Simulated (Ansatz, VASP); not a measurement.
One calculation of GaN, two programs

File POSCAR:

```
GaN
1.0
    3.1799996605      0.0000000000      0.0000000000
   -1.5899998303      2.7539604900      0.0000000000
    0.0000000000      0.0000000000      5.4243000000
Ga N
2 2
Direct
    0.3333333333      0.6666666667      0.0000000000
    0.6666666667      0.3333333333      0.5000000000
    0.3333333333      0.6666666667      0.3750000000
    0.6666666667      0.3333333333      0.8750000000
```

File INCAR.step1:

```
PREC     = Accurate       # precision mode
ENCUT    = 520            # plane-wave cutoff, eV
ISMEAR   = 0              # smearing method
SIGMA    = 0.05           # smearing width, eV
LREAL    = False          # projectors in reciprocal space
LASPH    = True           # aspherical terms in the spheres
NELM     = 100            # most SCF steps
NBANDS   = 26             # bands
GGA      = PE             # functional
ALGO     = Normal         # electronic algorithm
EDIFF    = 1E-4           # SCF threshold, eV
LWAVE    = True           # write WAVECAR
LCHARG   = False          # write CHGCAR
```

Contents of INCAR.step2:

```
PREC     = Accurate       # precision mode
ENCUT    = 520            # plane-wave cutoff, eV
EDIFF    = 1E-6           # SCF threshold, eV
ISMEAR   = 0              # smearing method
SIGMA    = 0.05           # smearing width, eV
LREAL    = False          # projectors in reciprocal space
LASPH    = True           # aspherical terms in the spheres
NELM     = 100            # most SCF steps
ALGO     = Normal         # electronic algorithm
ISIF     = 2              # what is computed and relaxed
LWAVE    = False          # write WAVECAR
LCHARG   = False          # write CHGCAR
METAGGA  = R2SCAN         # meta-GGA
LMIXTAU  = True         
NBANDS   = 26             # bands
ISTART   = 1
```

File KPOINTS:

```
regular mesh
0
Gamma
  12 12 6
```

Input for Ansatz:

```yaml
crystal:
  lattice:
    - [3.1799996605, 0.0, 0.0]
    - [-1.5899998303, 2.75396049, 0.0]
    - [0.0, 0.0, 5.4243]
  atoms:
    - { symbol: Ga, position: [0.3333333333, 0.6666666667, 0.0] }
    - { symbol: Ga, position: [0.6666666667, 0.3333333333, 0.5] }
    - { symbol: "N", position: [0.3333333333, 0.6666666667, 0.375] }
    - { symbol: "N", position: [0.6666666667, 0.3333333333, 0.875] }
basis:
  ecutwfc: 500
kpoints:
  mp_grid: { grid: [12, 12, 6] }
hamiltonian:
  xc: r2scan
scf:
  occupations: { method: gaussian, width: 0.05 }
output:
  forces: true
  stress: true
  eigenvalues: true
```

Change from the starting cell: strain +0.000 along x and y, +0.050 along z, atoms carried along.

Alike in both runs: task single point; functional r2SCAN; k mesh 12 × 12 × 6; occupations gaussian, width 0.05 eV; no spin polarisation.

|  | VASP | Ansatz |
| --- | --- | --- |
| version | VASP 6.6.1 | Ansatz 0.2.0 |
| potentials or method | VASP PAW PBE potentials, release 64 (Ga_d, N), cutoff 520 eV | scalar-relativistic, plane waves, PAW |
| valence electrons in the cell | 36 | 36 |

```tsv
	VASP	Ansatz	Ansatz less VASP
gap on the k mesh at the Fermi level (eV)	1.87	1.87	+0.007
least direct gap on the mesh (eV)	1.87	1.87	+0.007
pressure (GPa)	-6.3	-7.3	-1.00
traceless stress, the component that is largest in VASP (GPa)	-10.12	-9.88	+0.238
rms of the force components (eV/Å)	0.104	0.097	-0.0071
```

VASP's potentials were made for PBE, not for r2SCAN. Atom by atom the forces differ by 0.007 eV/Å (rms over components).
